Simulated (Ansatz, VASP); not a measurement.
## Two plane-wave programs on Al3GaN4

```
Al Ga N
1.0
     4.36305    0.00000    0.00000
     0.00000    4.36305    0.00000
     0.00000    0.00000    4.36305
Al Ga N
3 1 4
Direct
  0.50000 0.50000 0.00000
  0.50000 0.00000 0.50000
  0.00000 0.50000 0.50000
  0.00000 0.00000 0.00000
  0.74471 0.74471 0.25529
  0.74471 0.25529 0.74471
  0.25529 0.74471 0.74471
  0.25529 0.25529 0.25529
```

Change from the starting cell: equal engineering shear yz, xz and xy +0.0000, equal normal strain along x, y and z -0.0100.

Alike in both runs: task single point; functional PBEsol; k mesh 6 × 6 × 6; occupations gaussian, width 0.05 eV; no spin polarisation.

|  | VASP | Ansatz |
| --- | --- | --- |
| version | VASP 6.6.1 | Ansatz 0.2.0 |
| potentials or method | VASP PAW PBE potentials, release 64 (Al, Ga_d, N), cutoff 520 eV | scalar-relativistic, plane waves, PAW |
| valence electrons in the cell | 42 | 42 |

|  | VASP | Ansatz | Ansatz less VASP |
| --- | --- | --- | --- |
| gap on the k mesh at the Fermi level (eV) | 3.34 | 3.34 | +0.006 |
| least direct gap on the mesh (eV) | 3.34 | 3.34 | +0.005 |
| pressure (GPa) | 6.3 | 6.3 | +0.06 |

VASP's potentials were made for PBE, not for PBEsol.
